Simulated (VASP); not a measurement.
MoS:

```
Mo S
1.0
     3.07203    0.00000    0.00000
     0.00000    3.07203    0.00000
     0.00000    0.00000    3.07203
Mo S
1 1
Direct
  0.00000 0.00000 0.00000
  0.50000 0.50000 0.50000
```

Base run:

```yaml
Program: VASP 6.6.1
Functional: PBE
Potentials_or_basis: VASP PAW PBE potentials, release 64 (Mo_sv, S)
Cutoff: 520 eV
k_mesh: 14 × 14 × 14
Occupations: gaussian, width 0.1 eV
Spin: collinear spin
Starting_moments: "[2.0, 0.0] μB"
Hubbard_terms: Mo d U = 4.38 eV
```

Its results: pressure 7.0 GPa.

Task: The run is repeated on the same cell with these changes: spin from collinear spin to no spin polarisation; further incar settings from ALGO = Normal; EDIFF = 1e-06; NBANDS = 21 to ALGO = Normal; EDIFF = 1e-07; NBANDS = 17. What comes out?

Result: Pressure -7.1 GPa.

Caveats: the cell stands under pressure (at least some runs); the cell stands under tension (at least some runs); U without spin polarisation on a metal has little footing (at least some runs).
